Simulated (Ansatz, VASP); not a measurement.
**Two plane-wave programs on Ga8Sb7**

```
Ga Sb
1.0
     0.00000    6.11800    6.11800
     6.11800    0.00000    6.11800
     6.11800    6.11800    0.00000
Ga Sb
8 7
Cartesian
  0.0000 0.0000 0.0000
  3.0590 3.0590 0.0000
  3.0590 0.0000 3.0590
  6.1180 3.0590 3.0590
  0.0000 3.0590 3.0590
  3.0590 6.1180 3.0590
  3.0590 3.0590 6.1180
  6.1180 6.1180 6.1180
  4.5885 4.5885 1.5295
  4.5885 1.5295 4.5885
  7.6475 4.5885 4.5885
  1.5295 4.5885 4.5885
  4.5885 7.6475 4.5885
  4.5885 4.5885 7.6475
  7.6475 7.6475 7.6475
```

Alike in both runs: task single point; functional PBE; k mesh 2 × 2 × 2; occupations fermi-dirac, width 0.05 eV; no spin polarisation.

|  | VASP | Ansatz |
| --- | --- | --- |
| version | VASP 6.6.1 | Ansatz 0.2.0 |
| potentials or method | VASP PAW PBE potentials, release 64 (Ga_d, Sb) | plane waves, PAW |
| plane-wave cutoff (eV) | 400 | 420 |
| valence electrons in the cell | 139 | 209 |

|  | VASP | Ansatz | Ansatz less VASP |
| --- | --- | --- | --- |
| gap on the k mesh at the Fermi level (eV) | none | none | - |
| rms of the force components (eV/Å) | 0.119 | 0.116 | -0.0032 |

A gap of «none» marks a metal or a gap that the smearing closes. With one functional, cell and mesh, what is left measures potentials, basis and numerics. VASP's potentials hold 139 valence electrons a cell and Ansatz's 209, so a difference there can come from the potentials and not from the codes.

The k mesh is coarse, so the values compare programs but aren't converged. Neither program's run includes spin-orbit coupling.
